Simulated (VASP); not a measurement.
Crystal: RbBr.

```
Rb Br
1.0
     0.00000    3.86950    3.86950
     3.86950    0.00000    3.86950
     3.86950    3.86950    0.00000
Rb Br
1 1
Cartesian
  0.0000 0.0000 0.0000
  1.9347 1.9347 1.9347
```

Base run:

| Property | Result |
| --- | --- |
| Program | VASP 6.6.1 |
| Functional | PBE |
| Potentials or basis | VASP PAW PBE potentials, release 64 (Rb_sv, Br) |
| Cutoff | 520 eV |
| k mesh | 6 × 6 × 6 |
| Occupations | gaussian, width 0.01 eV |
| Spin | no spin polarisation |

Its results: band gap on the k mesh 4.08 eV (least direct gap 4.16 eV); pressure 0.2 GPa.

Problem. After a change of settings the same cell gave: band gap on the k mesh 4.65 eV (least direct gap 4.73 eV); pressure 0.0 GPa. Which change was it?
A. functional from PBE to PBE0; k mesh from 6 × 6 × 6 to 4 × 4 × 4
B. functional from PBE to r2SCAN; k mesh from 6 × 6 × 6 to 4 × 4 × 4
C. k mesh from 6 × 6 × 6 to 4 × 4 × 4; further incar settings from ALGO = Normal; EDIFF = 1e-07; NBANDS = 15 to ALGO = Normal; EDIFF = 1e-06; NBANDS = 15
D. functional from PBE to HSE06; k mesh from 6 × 6 × 6 to 4 × 4 × 4

Solution. B.

Caveats: the PAW data sets were made with another functional, which shifts forces and pressure a little (at least some runs).
